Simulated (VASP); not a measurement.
# NbAs (rocksalt type) (Fm-3m) in VASP: relaxation of cell and atoms with PBE

Aim: the relaxation of cell and atoms of NbAs (rocksalt type) with PBE.

Everything below comes from runs of VASP 6.6.1. Logs are shortened: lines on timing, memory, paths and dates and some standing lists are left out, and cuts for length are marked.

## Step 1: The cell of the first run

The structure is cubic, space group Fm-3m (No. 225). Conventional cell: a = 5.224 Å, b = 5.224 Å, c = 5.224 Å, α = 90.00°, β = 90.00°, γ = 90.00°. Nb (site symmetry m-3m) has 6 As at 2.61 Å within 3.4 Å. As (site symmetry m-3m) has 6 Nb at 2.61 Å within 3.4 Å.

## Step 2: Relaxation of cell and atoms, PBE

INCAR reads:

```
SYSTEM = NbAs
  PREC = Accurate
  ENCUT = 600
  EDIFF = 1E-6
  ISMEAR = -1
  SIGMA = 0.05
  LREAL = .FALSE.
  LASPH = .TRUE.
  NELM = 60
  ALGO = Normal
  ISIF = 3
  LWAVE = .FALSE.
  LCHARG = .FALSE.
  GGA = PE
  IBRION = 2
  NSW = 100
  EDIFFG = -0.005
```

KPOINTS reads:

```
regular mesh
0
G
  11 11 11
  0 0 0
```

POSCAR reads:

```
NbAs
1.0
    0.0000000000      2.6118986463      2.6118986463
    2.6118986463      0.0000000000      2.6118986463
    2.6118986463      2.6118986463      0.0000000000
Nb As
1 1
Direct
    0.0000000000      0.0000000000      0.0000000000
    0.5000000000      0.5000000000      0.5000000000
```

Potentials or basis: VASP PAW PBE potentials, release 64 (Nb_sv, As).

Started as:

```bash
cat potpaw_PBE.64/Nb_sv/POTCAR potpaw_PBE.64/As/POTCAR > POTCAR
mpirun -np 1 vasp_std > vasp.out
```

OUTCAR:

```text
SYSTEM = NbAs
   PREC = Accurate
   ENCUT = 600
   EDIFF = 1E-6
   ISMEAR = -1
   LREAL = .FALSE.
   LASPH = .TRUE.
   NELM = 60
   ISIF = 3
   GGA = PE
   IBRION = 2
   NSW = 100
   EDIFFG = -0.005

 ion  position               nearest neighbor table
   1  0.000  0.000  0.000-   2 2.61   2 2.61   2 2.61   2 2.61   2 2.61   2 2.61
   2  0.500  0.500  0.500-   1 2.61   1 2.61   1 2.61   1 2.61   1 2.61   1 2.61

  LATTYP: Found a face centered cubic cell.
 ALAT       =     5.2237972926

  Lattice vectors:

 A1 = (   0.0000000000,   2.6118986463,   2.6118986463)
 A2 = (   2.6118986463,   0.0000000000,   2.6118986463)
 A3 = (   2.6118986463,   2.6118986463,   0.0000000000)

Analysis of symmetry for initial positions (statically):
=====================================================================
 Subroutine PRICEL returns:
 Original cell was already a primitive cell.

 Routine SETGRP: Setting up the symmetry group for a
 face centered cubic supercell.

 Subroutine GETGRP returns: Found 48 space group operations
 (whereof 48 operations were pure point group operations)
 out of a pool of 48 trial point group operations.

The static configuration has the point symmetry O_h .

Analysis of symmetry for dynamics (positions and initial velocities):
=====================================================================
 Subroutine PRICEL returns:
 Original cell was already a primitive cell.

 Routine SETGRP: Setting up the symmetry group for a
 face centered cubic supercell.

 Subroutine GETGRP returns: Found 48 space group operations
 (whereof 48 operations were pure point group operations)
 out of a pool of 48 trial point group operations.

The dynamic configuration has the point symmetry O_h .

 Subroutine INISYM returns: Found 48 space group operations
 (whereof 48 operations are pure point group operations),
 and found     1 'primitive' translations

----------------------------------------------------------------------------------------

                                     Primitive cell

  volume of cell :      35.6368

  direct lattice vectors                    reciprocal lattice vectors
     0.000000000  2.611898646  2.611898646    -0.191431624  0.191431624  0.191431624
     2.611898646  0.000000000  2.611898646     0.191431624 -0.191431624  0.191431624
     2.611898646  2.611898646  0.000000000     0.191431624  0.191431624 -0.191431624

  length of vectors
     3.693782489  3.693782489  3.693782489     0.331569299  0.331569299  0.331569299

  position of ions in fractional coordinates (direct lattice)
     0.000000000  0.000000000  0.000000000
     0.500000000  0.500000000  0.500000000

  ion indices of the primitive-cell ions
   primitive index   ion index
                 1           1
                 2           2

[... 70 lines left out ...]
   NELM   =     60;   NELMIN=  2; NELMDL= -5     # of ELM steps
   EDIFF  = 0.1E-05   stopping-criterion for ELM
   LREAL  =      F    real-space projection
   EDIFFG = -.5E-02   stopping-criterion for IOM
   NSW    =    100    number of steps for IOM
   IBRION =      2    ionic relax: 0-MD 1-quasi-New 2-CG
   NFREE  =      1    steps in history (QN), initial steepest desc. (CG)
   ISIF   =      3    stress and relaxation
   ISYM   =      2    0-nonsym 1-usesym 2-fastsym
   POTIM  = 0.5000    time-step for ionic-motion
   TEBEG  =    0.0;   TEEND  =   0.0 temperature during run
   PSTRESS=    0.0 pullay stress
   NELECT =      18.0000    total number of electrons
   NUPDOWN=      -1.0000    fix difference up-down
   EMIN   =  10.00;   EMAX   =-10.00  energy-range for DOS
   EFERMI =   0.00;   METHOD = LEGACY
   ISMEAR =    -1;   SIGMA  =   0.05  broadening in eV -4-tet -1-fermi 0-gaus
   EFERMI_NEDOS =   21; number of points for ismear=-14 and -15
   IALGO  =     38    algorithm
   IMIX   =      4    mixing-type and parameters
     AMIX     =   0.40;   BMIX     =  1.00
     AMIX_MAG =   1.60;   BMIX_MAG =  1.00
  volume/ion in A,a.u.               =      17.82       120.24
  Fermi-wavevector in a.u.,A,eV,Ry     =   1.303765  2.463759 23.127229  1.699803
  Thomas-Fermi vector in A             =   2.434745
   LORBIT       =      0    0 simple, 1 ext, 2 COOP (PROOUT), +10 PAW based schemes
   GGA     = PE    functional components
   LHFCALC =     F    Hartree Fock is set to
   AEXX    =    0.0000 exact exchange contribution
   IVDW    =     0    specifies the selected vdW correction
   LEPSILON=     F    determine dielectric tensor
   LRPA    =     F    only Hartree local field effects (RPA)
 conjugate gradient relaxation of ions
 non-spin polarized calculation
  energy-cutoff  :      600.00
  volume of cell :       35.64
 maximum number of plane-waves:      1243
 NGX is ok and might be reduce to    30
   NGX = 15   NGY = 15   NGZ = 15

--------------------------------------- Ionic step        1  -------------------------------------------

 number of electron      18.0000000 magnetization

 Free energy of the ion-electron system (eV)
  ---------------------------------------------------
  ext. energy  EPLUGINS =         0.00000000
  ---------------------------------------------------
  free energy    TOTEN  =       -15.35221853 eV

  energy without entropy =      -15.33139997  energy(sigma->0) =      -15.34180925

 E-fermi :  10.1249     XC(G=0): -11.7024

 val. band max:       10.1197230151   @ k =  -0.3636   0.3636   0.1818
 cond. band min:      10.1299009541   @ k =   0.3636   0.2727   0.0909
 fundamental gap:      0.0101779390
 Fermi energy:        10.1248677988

 k-point     1 :       0.0000    0.0000    0.0000
  band No.  band energies     occupation
      1     -45.6848      2.00000
      2     -21.7271      2.00000
      3     -21.7271      2.00000
      4     -21.7271      2.00000
      5      -3.5613      2.00000
      6       8.5084      2.00000
      7       8.5084      2.00000
      8       8.5084      2.00000
      9       9.1355      2.00000
     10       9.1355      2.00000
     11       9.9352      1.95598
     12       9.9352      1.95598
     13       9.9352      1.95598
[... 439 lines left out ...]
--------------------------------------- Ionic step        3  -------------------------------------------

 number of electron      18.0000001 magnetization

 Free energy of the ion-electron system (eV)
  ---------------------------------------------------
  ext. energy  EPLUGINS =         0.00000000
  ---------------------------------------------------
  free energy    TOTEN  =       -15.36706461 eV

  energy without entropy =      -15.34584396  energy(sigma->0) =      -15.35645429

 E-fermi :   9.7310     XC(G=0): -11.5565

 val. band max:        9.7275959877   @ k =  -0.3636   0.3636   0.1818
 cond. band min:       9.7328914977   @ k =   0.3636   0.2727   0.0909
 fundamental gap:      0.0052955101
 Fermi energy:         9.7309828092

 k-point     1 :       0.0000    0.0000    0.0000
  band No.  band energies     occupation
      1     -46.1142      2.00000
      2     -22.1492      2.00000
      3     -22.1492      2.00000
      4     -22.1492      2.00000
      5      -3.7674      2.00000
      6       8.1940      2.00000
      7       8.1940      2.00000
      8       8.1940      2.00000
      9       8.7798      2.00000
     10       8.7798      2.00000
     11       9.5198      1.97114
     12       9.5198      1.97114
     13       9.5198      1.97114
[... 397 lines left out ...]
  FREE ENERGIE OF THE ION-ELECTRON SYSTEM (eV)
  ---------------------------------------------------
  free  energy   TOTEN  =       -15.3670646124 eV

  energy  without entropy=      -15.3458439648  energy(sigma->0) =      -15.35645429

 reached required accuracy - stopping structural energy minimisation
```

CONTCAR:

```text
NbAs
   1.00000000000000
     0.0000000000000000    2.6380850114357055    2.6380850114357055
     2.6380850114357055    0.0000000000000000    2.6380850114357055
     2.6380850114357055    2.6380850114357055   -0.0000000000000000
  Nb              As
     1     1
Direct
     0.0000000000000000    0.0000000000000000    0.0000000000000000
     0.5000000000000000    0.5000000000000000    0.5000000000000000

  0.00000000E+00  0.00000000E+00  0.00000000E+00
  0.00000000E+00  0.00000000E+00  0.00000000E+00
```

It took 92 s on 1 thread of Intel Xeon 6975P-C (Granite Rapids), shared host; peak memory 0.19 GiB.

What came out:

* Free energy: -15.3671 eV
* Relaxed volume: 18.36 Å³/atom
* Relaxed cell: a = 3.731 Å, b = 3.731 Å, c = 3.731 Å, α = 60.00°, β = 60.00°, γ = 60.00°
* Space group after relaxing (to 0.05 Å): Fm-3m (No. 225)
* Energy gained by relaxing: 7.4 meV/atom
* Ionic steps: 3
* Pressure after relaxing: 0.0 GPa

The path:
```
step  energy change (eV)  largest force (eV/Å)  pressure (GPa)  volume (Å³)
   1              0.0000                0.0000            4.58        35.64
   2              0.0148                0.0000           -5.64        38.33
   3             -0.0148                0.0000           -0.03        36.72
```

Final structure:
```
Nb As
1.0
     0.00000    2.63809    2.63809
     2.63809    0.00000    2.63809
     2.63809    2.63809    0.00000
Nb As
1 1
Direct
  0.00000 0.00000 0.00000
  0.50000 0.50000 0.50000
```

Levels at points of the mesh, in eV from the Fermi level:
```
           k point  band 5  band 6  band 7  band 8  band 9  band 10  band 11  band 12  band 13
(0.00, 0.00, 0.00)  -13.50   -1.54   -1.54   -1.54   -0.95    -0.95    -0.21    -0.21    -0.21
```

Caveat: the bands computed are all filled at some k points, so no gap is given.
